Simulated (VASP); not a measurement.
Sr2MgAl3, 6 atoms in the cell. It takes space group P6/mmm (No. 191, hexagonal). Conventional cell: a = 6.040 Å, b = 6.040 Å, c = 5.748 Å, α = 90.00°, β = 90.00°, γ = 120.00°. Within 4.4 Å of Sr (site symmetry -6m2) lie 6 Al at 3.36 Å and 3 Sr at 3.49 Å and 3 Mg at 3.49 Å. Mg (site symmetry 6/mmm) has 6 Sr at 3.49 Å and 12 Al at 4.17 Å within 4.6 Å. Al (site symmetry mmm) has 4 Al at 3.02 Å and 4 Sr at 3.36 Å within 4.0 Å. 

| Property | Result |
| --- | --- |
| Program | VASP 6.6.1 |
| Task | relaxation of cell and atoms |
| Functional | PBE |
| Potentials or basis | VASP PAW PBE potentials, release 64 (Sr_sv, Mg, Al) |
| Cutoff | 600 eV |
| k mesh | 6 × 6 × 8 |
| Occupations | gaussian, width 0.1 eV |
| Spin | no spin polarisation |
| Dipole correction | no |
| Further INCAR settings | ALGO = Fast; EDIFF = 1e-06; IBRION = 2; EDIFFG = -0.01; NSW = 100; ISIF = 3 |

Potentials or basis: VASP PAW PBE potentials, release 64 (Sr_sv, Mg, Al).

Command:

```sh
$ cat potpaw_PBE.64/Sr_sv/POTCAR potpaw_PBE.64/Mg/POTCAR potpaw_PBE.64/Al/POTCAR > POTCAR
$ mpirun -np 1 vasp_std > vasp.out
```

Hardware: 1 thread of Intel(R) Xeon(R) 6975P-C (Granite Rapids) (shared host).

Problem. How long does it take, and how much memory?

Solution. Wall time 5.8 min on 1 thread of Intel(R) Xeon(R) 6975P-C (Granite Rapids), with other jobs on the host, peak memory 0.47 GiB. Counts: scf iterations 67, k points 35, ion steps 7.
